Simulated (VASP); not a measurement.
# Re (P-3m1) in VASP: notebook

The runs below take Re through single point, with PBEsol.

Everything below comes from runs of VASP 6.6.1. Logs are shortened: lines on timing, memory, paths and dates and some standing lists are left out, and cuts for length are marked.

## 1. The cell of the first run

Symmetry: P-3m1, No. 164, trigonal system. Conventional cell: a = 2.773 Å, b = 2.773 Å, c = 4.480 Å, α = 90.00°, β = 90.00°, γ = 120.00°. Re (site symmetry 3m) has 12 Re at 2.42 to 3.10 Å within 3.2 Å.

## 2. Single point, PBEsol (atoms displaced along a vibrational mode, the cell strained)

Input file INCAR:

```
SYSTEM = Re
ALGO = Normal
EDIFF = 1E-6
ENCUT = 560
GGA = PS
GGA_COMPAT = .FALSE.
ISIF = 2
ISMEAR = 0
LASPH = .TRUE.
LCHARG = .FALSE.
LREAL = .FALSE.
LWAVE = .FALSE.
NBANDS = 22
NELM = 120
PREC = Accurate
SIGMA = 0.15
```

Input file KPOINTS:

```
k-points
0
G
  18 18 10
  0 0 0
```

Input file POSCAR:

```
Re
1.0
    2.7731227596      0.0000000000      0.0000000000
   -1.3865613798      2.4015947577      0.0000000000
    0.0000000000      0.0000000000      4.4801695417
Re
2
Direct
    0.3333333333      0.6666666667      0.2031878430
    0.6666666667      0.3333333333      0.7968121570
```

Potentials or basis: VASP PAW PBE potentials, release 64 (Re_sv_GW).

On the command line:

```sh
$ cat potpaw_PBE.64/Re_sv_GW/POTCAR > POTCAR
$ mpirun -np 1 vasp_std > vasp.out
```

OUTCAR:

```text
SYSTEM = Re
   EDIFF = 1E-6
   ENCUT = 560
   GGA = PS
   ISIF = 2
   ISMEAR = 0
   LASPH = .TRUE.
   LREAL = .FALSE.
   NELM = 120
   PREC = Accurate

 ion  position               nearest neighbor table
   1  0.333  0.667  0.203-   2 2.42   2 2.42   2 2.42   2 3.10   2 3.10   2 3.10
   2  0.667  0.333  0.797-   1 2.42   1 2.42   1 2.42   1 3.10   1 3.10   1 3.10

  LATTYP: Found a hexagonal cell.
 ALAT       =     2.7731227596
 C/A-ratio  =     1.6155684151

  Lattice vectors:

 A1 = (   2.7731227596,   0.0000000000,   0.0000000000)
 A2 = (  -1.3865613798,   2.4015947577,   0.0000000000)
 A3 = (   0.0000000000,   0.0000000000,   4.4801695417)

Analysis of symmetry for initial positions (statically):
=====================================================================
 Subroutine PRICEL returns:
 Original cell was already a primitive cell.

 Routine SETGRP: Setting up the symmetry group for a
 hexagonal supercell.

 Subroutine GETGRP returns: Found 12 space group operations
 (whereof 12 operations were pure point group operations)
 out of a pool of 24 trial point group operations.

The static configuration has the point symmetry D_3d.

Analysis of symmetry for dynamics (positions and initial velocities):
=====================================================================
 Subroutine PRICEL returns:
 Original cell was already a primitive cell.

 Routine SETGRP: Setting up the symmetry group for a
 hexagonal supercell.

 Subroutine GETGRP returns: Found 12 space group operations
 (whereof 12 operations were pure point group operations)
 out of a pool of 24 trial point group operations.

The dynamic configuration has the point symmetry D_3d.

 Subroutine INISYM returns: Found 12 space group operations
 (whereof 12 operations are pure point group operations),
 and found     1 'primitive' translations

----------------------------------------------------------------------------------------

                                     Primitive cell

  volume of cell :      29.8376

  direct lattice vectors                    reciprocal lattice vectors
     2.773122760  0.000000000  0.000000000     0.360604303  0.208194991  0.000000000
    -1.386561380  2.401594758  0.000000000     0.000000000  0.416389983  0.000000000
     0.000000000  0.000000000  4.480169542     0.000000000  0.000000000  0.223205839

  length of vectors
     2.773122760  2.773122760  4.480169542     0.416389983  0.416389983  0.223205839

  position of ions in fractional coordinates (direct lattice)
     0.333333333  0.666666667  0.203187843
     0.666666667  0.333333333  0.796812157

  ion indices of the primitive-cell ions
   primitive index   ion index
                 1           1
                 2           2

----------------------------------------------------------------------------------------

 KPOINTS: k-points

Automatic generation of k-mesh.
 Grid dimensions read from file:
 generate k-points for:   18   18   10

 Generating k-lattice:

  Cartesian coordinates                     Fractional coordinates (reciprocal lattice)
     0.020033572  0.011566388  0.000000000     0.055555556  0.000000000  0.000000000
     0.000000000  0.023132777  0.000000000     0.000000000  0.055555556  0.000000000
     0.000000000  0.000000000  0.022320584     0.000000000  0.000000000  0.100000000

  Length of vectors
     0.023132777  0.023132777  0.022320584

  Shift w.r.t. Gamma in fractional coordinates (k-lattice)
     0.000000000  0.000000000  0.000000000

 Subroutine IBZKPT returns following result:
 ===========================================

 Found    330 irreducible k-points:

 Following reciprocal coordinates:
            Coordinates               Weight
  0.000000  0.000000  0.000000      1.000000
  0.055556  0.000000  0.000000      6.000000
  0.111111  0.000000  0.000000      6.000000
  0.166667  0.000000  0.000000      6.000000
  0.222222  0.000000  0.000000      6.000000
  0.277778  0.000000  0.000000      6.000000
[... 16 lines left out ...]
  0.333333  0.111111  0.000000     12.000000
  0.388889  0.111111  0.000000     12.000000
 [... further k-points ...]
   k-points           NKPTS =    330   k-points in BZ     NKDIM =    330   number of bands    NBANDS=     22
   number of dos      NEDOS =    301   number of ions     NIONS =      2
   total plane-waves  NPLWV =  20736
   dimension x,y,z NGX =    24 NGY =   24 NGZ =   36
   dimension x,y,z NGXF=    48 NGYF=   48 NGZF=   72
   ions per type =               2
   NGX,Y,Z   is equivalent  to a cutoff of  14.39, 14.39, 13.36 a.u.
   NGXF,Y,Z  is equivalent  to a cutoff of  28.78, 28.78, 26.72 a.u.
 SYSTEM =  Re
   PREC   = accura    normal or accurate (medium, high low for compatibility)
   ISTART =      0    job   : 0-new  1-cont  2-samecut
   ICHARG =      2    charge: 1-file 2-atom 10-const
   ISPIN  =      1    spin polarized calculation?
   LNONCOLLINEAR =      F non collinear calculations
   LSORBIT =      F    spin-orbit coupling
   LASPH  =      T    aspherical Exc in radial PAW
   ENCUT  =  560.0 eV  41.16 Ry    6.42 a.u.   5.35  5.35  8.64*2*pi/ulx,y,z
   NELM   =    120;   NELMIN=  2; NELMDL= -5     # of ELM steps
   EDIFF  = 0.1E-05   stopping-criterion for ELM
   LREAL  =      F    real-space projection
   EDIFFG = 0.1E-04   stopping-criterion for IOM
   NSW    =      0    number of steps for IOM
   IBRION =     -1    ionic relax: 0-MD 1-quasi-New 2-CG
   NFREE  =      0    steps in history (QN), initial steepest desc. (CG)
   ISIF   =      2    stress and relaxation
   ISYM   =      2    0-nonsym 1-usesym 2-fastsym
   POTIM  = 0.5000    time-step for ionic-motion
   TEBEG  =    0.0;   TEEND  =   0.0 temperature during run
   PSTRESS=    0.0 pullay stress
   NELECT =      30.0000    total number of electrons
   NUPDOWN=      -1.0000    fix difference up-down
   EMIN   =  10.00;   EMAX   =-10.00  energy-range for DOS
   EFERMI =   0.00;   METHOD = LEGACY
   ISMEAR =     0;   SIGMA  =   0.15  broadening in eV -4-tet -1-fermi 0-gaus
   EFERMI_NEDOS =   21; number of points for ismear=-14 and -15
   IALGO  =     38    algorithm
   IMIX   =      4    mixing-type and parameters
     AMIX     =   0.40;   BMIX     =  1.00
     AMIX_MAG =   1.60;   BMIX_MAG =  1.00
  volume/ion in A,a.u.               =      14.92       100.68
  Fermi-wavevector in a.u.,A,eV,Ry     =   1.640064  3.099272 36.597091  2.689810
  Thomas-Fermi vector in A             =   2.730765
   LORBIT       =      0    0 simple, 1 ext, 2 COOP (PROOUT), +10 PAW based schemes
   GGA     = PS    functional components
   LHFCALC =     F    Hartree Fock is set to
   AEXX    =    0.0000 exact exchange contribution
   IVDW    =     0    specifies the selected vdW correction
   LEPSILON=     F    determine dielectric tensor
   LRPA    =     F    only Hartree local field effects (RPA)
 non-spin polarized calculation
 Gauss-broadening in eV      SIGMA  =   0.15
  energy-cutoff  :      560.00
  volume of cell :       29.84
 maximum number of plane-waves:       917
 NGX is ok and might be reduce to    24
   NGX = 11   NGY = 11   NGZ = 17

 number of electron      30.0000000 magnetization

 Free energy of the ion-electron system (eV)
  ---------------------------------------------------
  ext. energy  EPLUGINS =         0.00000000
  ---------------------------------------------------
  free energy    TOTEN  =       -29.13345832 eV

  energy without entropy =      -29.11534453  energy(sigma->0) =      -29.12440142

 E-fermi :  12.6602     XC(G=0): -14.1502

 val. band max:       12.6547546885   @ k =   0.4444   0.1111   0.0000
 cond. band min:      12.6650205774   @ k =  -0.0556   0.3333   0.1000
 fundamental gap:      0.0102658889
 Fermi energy:        12.6602146352

 k-point     1 :       0.0000    0.0000    0.0000
  band No.  band energies     occupation
      1     -67.2961      2.00000
      2     -67.0045      2.00000
      3     -29.9288      2.00000
      4     -28.7574      2.00000
      5     -28.7574      2.00000
      6     -28.3442      2.00000
[... 14 lines left out ...]
     21      19.8954      0.00000
     22      25.6576      0.00000

 k-point     2 :       0.0556    0.0000    0.0000
  band No.  band energies     occupation
      1     -67.2919      2.00000
      2     -67.0042      2.00000
      3     -29.9197      2.00000
      4     -28.7981      2.00000
      5     -28.7684      2.00000
      6     -28.3679      2.00000
[... 14 lines left out ...]
     21      20.0147      0.00000
     22      25.9462      0.00000

 k-point     3 :       0.1111    0.0000    0.0000
  band No.  band energies     occupation
      1     -67.2799      2.00000
      2     -67.0037      2.00000
      3     -29.8939      2.00000
      4     -28.9077      2.00000
      5     -28.7993      2.00000
      6     -28.4348      2.00000
[... 14 lines left out ...]
     21      20.3393      0.00000
     22      26.7610      0.00000

 k-point     4 :       0.1667    0.0000    0.0000
  band No.  band energies     occupation
      1     -67.2611      2.00000
      2     -67.0037      2.00000
      3     -29.8574      2.00000
      4     -29.0611      2.00000
      5     -28.8459      2.00000
      6     -28.5305      2.00000
[... 14 lines left out ...]
     21      20.8236      0.00000
     22      27.8769      0.00000

 k-point     5 :       0.2222    0.0000    0.0000
  band No.  band energies     occupation
      1     -67.2368      2.00000
      2     -67.0045      2.00000
      3     -29.8182      2.00000
      4     -29.2345      2.00000
      5     -28.9004      2.00000
      6     -28.6332      2.00000
[... 14 lines left out ...]
     21      21.6407      0.00000
     22      27.6072      0.00000

 k-point     6 :       0.2778    0.0000    0.0000
  band No.  band energies     occupation
      1     -67.2093      2.00000
      2     -67.0072      2.00000
      3     -29.7889      2.00000
      4     -29.4076      2.00000
      5     -28.9565      2.00000
      6     -28.7183      2.00000
[... 14 lines left out ...]
     21      22.7058      0.00000
     22      26.1093      0.00000

 k-point     7 :       0.3333    0.0000    0.0000
  band No.  band energies     occupation
      1     -67.1808      2.00000
      2     -67.0122      2.00000
      3     -29.7810      2.00000
      4     -29.5602      2.00000
      5     -29.0073      2.00000
      6     -28.7642      2.00000
[... 324 lines left out ...]
      6     -28.6043      2.00000
[... 14 lines left out ...]
     21      21.8426      0.00000
     22      27.5132      0.00000

 k-point    21 :       0.2222    0.1111    0.0000
  band No.  band energies     occupation
      1     -67.2004      2.00000
      2     -67.0085      2.00000
      3     -29.7781      2.00000
      4     -29.4046      2.00000
      5     -29.0715      2.00000
      6     -28.6646      2.00000
[... 14 lines left out ...]
     21      22.9332      0.00000
     22      25.8917      0.00000

 k-point    22 :       0.2778    0.1111    0.0000
  band No.  band energies     occupation
      1     -67.1728      2.00000
      2     -67.0142      2.00000
      3     -29.7707      2.00000
      4     -29.5404      2.00000
      5     -29.1223      2.00000
      6     -28.7079      2.00000
[... 14 lines left out ...]
     21      23.6949      0.00000
     22      24.1981      0.00000

 k-point    23 :       0.3333    0.1111    0.0000
  band No.  band energies     occupation
      1     -67.1469      2.00000
      2     -67.0219      2.00000
      3     -29.7828      2.00000
      4     -29.6439      2.00000
      5     -29.1534      2.00000
      6     -28.7245      2.00000
[... 14 lines left out ...]
     21      22.5712      0.00000
     22      23.7744      0.00000

 k-point    24 :       0.3889    0.1111    0.0000
  band No.  band energies     occupation
      1     -67.1270      2.00000
      2     -67.0301      2.00000
      3     -29.8065      2.00000
      4     -29.7018      2.00000
      5     -29.1712      2.00000
      6     -28.7202      2.00000
[... 14 lines left out ...]
     21      22.0068      0.00000
     22      23.2071      0.00000

 [... further k-points ...]

------------------------ aborting loop because EDIFF is reached ----------------------------------------

  FORCE on cell =-STRESS in cart. coord.  units (eV):
  Direction    XX          YY          ZZ          XY          YZ          ZX
  --------------------------------------------------------------------------------------
  -------------------------------------------------------------------------------------
  Total        2.5399099      2.5399099      5.8018016      0.0000000      0.0000000     -0.0000000
  in kB      136.3846891    136.3846891    311.5373930      0.0000000      0.0000000     -0.0000000
  external PRESSURE =     194.7689237 kB  Pullay stress =       0.0000000 kB

 VOLUME and BASIS-vectors are now :
 -----------------------------------------------------------------------------
  energy-cutoff  :      560.00
  volume of cell :       29.84
      direct lattice vectors                 reciprocal lattice vectors
     2.773122760  0.000000000  0.000000000     0.360604303  0.208194991  0.000000000
    -1.386561380  2.401594758  0.000000000     0.000000000  0.416389983  0.000000000
     0.000000000  0.000000000  4.480169542     0.000000000  0.000000000  0.223205839

 POSITION                                       TOTAL-FORCE (eV/Angst)
 -----------------------------------------------------------------------------------
     -0.00000      1.60106      0.91032        -0.000000      0.000000      6.120714
      1.38656      0.80053      3.56985         0.000000     -0.000000     -6.120714
 -----------------------------------------------------------------------------------
    total drift:                                0.000000     -0.000000     -0.000000

  FREE ENERGIE OF THE ION-ELECTRON SYSTEM (eV)
  ---------------------------------------------------
  free  energy   TOTEN  =       -29.1334583197 eV

  energy  without entropy=      -29.1153445294  energy(sigma->0) =      -29.12440142
```

It took 5.6 min on 1 thread of Intel Xeon Platinum 8375C at 2.90GHz (Ice Lake), shared host; peak memory 0.32 GiB.

What came out:

```yaml
Free_energy: -29.1335 eV
Pressure: 19.5 GPa
Largest_force: 6.121 eV/Å
Band_gap_on_the_k_mesh: zero (bands 15 and 16 overlap by 2.75 eV)
```

Forces on the atoms (eV/Å):
```
Re   0.000  0.000  6.121
Re   0.000  0.000 -6.121
```

Caveat: the cell differs from its parent crystal (atoms displaced along a vibrational mode, the cell strained); the stress differs along the axes, from 14 to 31 GPa; the PAW data sets were made with another functional, which shifts forces and pressure a little; spin-orbit coupling is left out, which moves the levels of the heavy elements.

## 3. Single point, PBEsol (atoms displaced along a vibrational mode, the cell strained)

Input file INCAR:

```
SYSTEM = Re
PREC = Accurate
ENCUT = 560
EDIFF = 1E-6
ISMEAR = 0
SIGMA = 0.15
LREAL = .False.
LASPH = .True.
NELM = 120
ALGO = Normal
ISIF = 2
LWAVE = .False.
LCHARG = .False.
GGA = PS
NBANDS = 22
GGA_COMPAT = .False.
```

Input file KPOINTS:

```
Automatic mesh
0
Gamma
  18 18 10
  0 0 0
```

Input file POSCAR:

```
Re
1.0
    2.7274678575      0.0000000000      0.0000000000
   -1.3637339288      2.3620564526      0.0000000000
    0.0000000000      0.0000000000      4.4064109239
Re
2
Direct
    0.3333333333      0.6666666667      0.2187843934
    0.6666666667      0.3333333333      0.7812156066
```

Potentials or basis: VASP PAW PBE potentials, release 64 (Re_sv_GW).

On the command line:

```sh
$ cat potpaw_PBE.64/Re_sv_GW/POTCAR > POTCAR
$ mpirun -np 1 vasp_std > vasp.out
```

It took 3.2 min on 1 thread of Intel Xeon Platinum 8259CL at 2.50GHz (Skylake/Cascade Lake), shared host; peak memory 0.32 GiB.

The run converged. Its results:

- Free energy: -29.6490 eV
- Pressure: 23.1 GPa
- Largest force: 4.126 eV/Å
- Band gap on the k mesh: zero (bands 15 and 16 overlap by 3.18 eV)

Forces on the atoms (eV/Å):
```
Re   0.000  0.000  4.126
Re   0.000  0.000 -4.126
```

Stress tensor (GPa, compression positive):
```
19.00  0.00  0.00
 0.00 19.00  0.00
 0.00  0.00 31.41
```

Levels at points of the mesh, in eV from the Fermi level:
```csv
k point,band 12,band 13,band 14,band 15,band 16,band 17,band 18,band 19
"(0.00, 0.00, 0.00)",-1.95,-1.66,-1.41,-1.41,0.82,0.82,1.61,4.01
"(0.50, 0.00, 0.00)",-2.22,-1.53,-1.17,-0.22,4.16,4.54,5.34,6.52
"(0.00, 0.00, 0.50)",-2.13,-2.13,-1.97,-1.97,-0.60,2.33,2.33,3.76
"(0.50, 0.00, 0.50)",-3.27,-0.90,1.17,1.30,1.86,3.95,4.32,4.90
```

Caveat: the cell differs from its parent crystal (atoms displaced along a vibrational mode, the cell strained); the stress differs along the axes, from 19 to 31 GPa; the PAW data sets were made with another functional, which shifts forces and pressure a little; spin-orbit coupling is left out, which moves the levels of the heavy elements.
